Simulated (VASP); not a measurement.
Input of a VASP 6.6.1 run:

Contents of INCAR:

```
PREC = Accurate
ENCUT = 520
EDIFF = 1E-6
ISMEAR = -1
SIGMA = 0.05
LREAL = False
LASPH = True
NELM = 100
ALGO = Normal
ISIF = 2
LWAVE = False
LCHARG = False
GGA = PS
NBANDS = 40
```

Contents of KPOINTS:

```
Automatic mesh
0
Gamma
  7 7 4
```

File POSCAR:

```
Ga3Te3As
1.0
    6.9606365493     -2.0860307654      0.0000000000
    6.9606365493      2.0860307654      0.0000000000
   -1.1393950188      0.0000000000      7.2187191752
Te As Ga
3 1 3
Direct
    0.8047410000      0.8047410000      0.9663370000
    0.5738965000      0.5738965000      0.1919100000
    0.3091000000      0.3091000000      0.4185610000
    0.0665180000      0.0665180000      0.6857310000
    0.4968560000      0.4968560000      0.5169330000
    0.2508765000      0.2508765000      0.7371100000
    0.9980120000      0.9980120000      0.9834190000
```

Potentials or basis: VASP PAW PBE potentials, release 64 (Te, As, Ga_d).

The run is started by

```sh
$ cat potpaw_PBE.64/Te/POTCAR potpaw_PBE.64/As/POTCAR potpaw_PBE.64/Ga_d/POTCAR > POTCAR
$ mpirun -np 1 vasp_std > vasp.out
```

(1) What does it give for the largest force?

(2) Estimate the pressure.

Results:

(1) 0.149 eV/Å.

(2) -2.4 GPa.

Caveat: the PAW data sets were made with another functional, which shifts forces and pressure a little.
